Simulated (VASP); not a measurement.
Write the native input for VASP 6.6.1 that does the following.

- Task: single point
- Functional: LDA
- Potentials or basis: VASP PAW LDA potentials, release 64 (Ga_d, As)
- Cutoff: 520 eV
- k mesh: 12 × 12 × 12
- Occupations: gaussian, width 0.02 eV
- Spin: no spin polarisation
- Dipole correction: no
- Further INCAR settings: ALGO = Normal; EDIFF = 1e-07; NBANDS = 16

The structure of GaAs lies in POSCAR:

```
GaAs
1.0
    0.0000000000      2.8291375013      2.8291375013
    2.8291375013      0.0000000000      2.8291375013
    2.8291375013      2.8291375013      0.0000000000
Ga As
1 1
Direct
    0.0000000000      0.0000000000      0.0000000000
    0.2500000000      0.2500000000      0.2500000000
```

The input as run:

INCAR

```
ALGO     = Normal         # electronic algorithm
EDIFF    = 1E-7           # SCF threshold, eV
ENCUT    = 520            # plane-wave cutoff, eV
GGA      = CA             # functional
ISIF     = 2              # what is computed and relaxed
ISMEAR   = 0              # smearing method
LASPH    = True           # aspherical terms in the spheres
LCHARG   = False          # write CHGCAR
LREAL    = False          # projectors in reciprocal space
LWAVE    = False          # write WAVECAR
NBANDS   = 16             # bands
NELM     = 100            # most SCF steps
PREC     = Accurate       # precision mode
SIGMA    = 0.02           # smearing width, eV
```

KPOINTS

```
k-points
0
Gamma
  12 12 12
```

Potentials or basis: VASP PAW LDA potentials, release 64 (Ga_d, As).

Run with:

```console
$ cat potpaw_LDA.64/Ga_d/POTCAR potpaw_LDA.64/As/POTCAR > POTCAR
$ mpirun -np 1 vasp_std > vasp.out
```

It gave:

```json
{
  "Pressure": "-1.8 GPa",
  "Band gap on the k mesh": "0.31 eV, direct"
}
```

It took 51 s on 1 thread of Intel(R) Xeon(R) Platinum 8259CL CPU @ 2.50GHz (Skylake/Cascade Lake), with other jobs on the host, peak memory 0.18 GiB.
